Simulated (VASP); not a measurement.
A run of VASP 6.6.1:

INCAR

```
PREC = Accurate ; ENCUT = 520
EDIFF = 1E-7 ; ISMEAR = -1
SIGMA = 0.05 ; LREAL = F
LASPH = T ; NELM = 150
ALGO = Normal ; ISIF = 2
LWAVE = F ; LCHARG = T
ISPIN = 2 ; MAGMOM = 1.868
LORBIT = 11 ; LMAXMIX = 4
GGA = RE ; LELF = T
LVHAR = T ; NBANDS = 14
```

Contents of KPOINTS:

```
regular mesh
0
Gamma
  17 17 17
```

POSCAR

```
Co
1.0
   -1.4704540388      1.4704540388      1.4704540388
    1.4704540388     -1.4704540388      1.4704540388
    1.4704540388      1.4704540388     -1.4704540388
Co
1
Direct
    0.0000000000      0.0000000000      0.0000000000
```

Potentials or basis: VASP PAW PBE potentials, release 64 (Co).

Run with:

```sh
$ cat potpaw_PBE.64/Co/POTCAR > POTCAR
$ mpirun -np 1 vasp_std > vasp.out
```

Hardware: 1 thread of AMD EPYC 7R43 64-Core Processor (Zen 3), on a shared host.

Task: Estimate the wall time of this run.

Result: Wall time 66 s on 1 thread of AMD EPYC 7R43 64-Core Processor (Zen 3), with other jobs on the host, peak memory 0.13 GiB. Counts: scf iterations 15, k points 165.
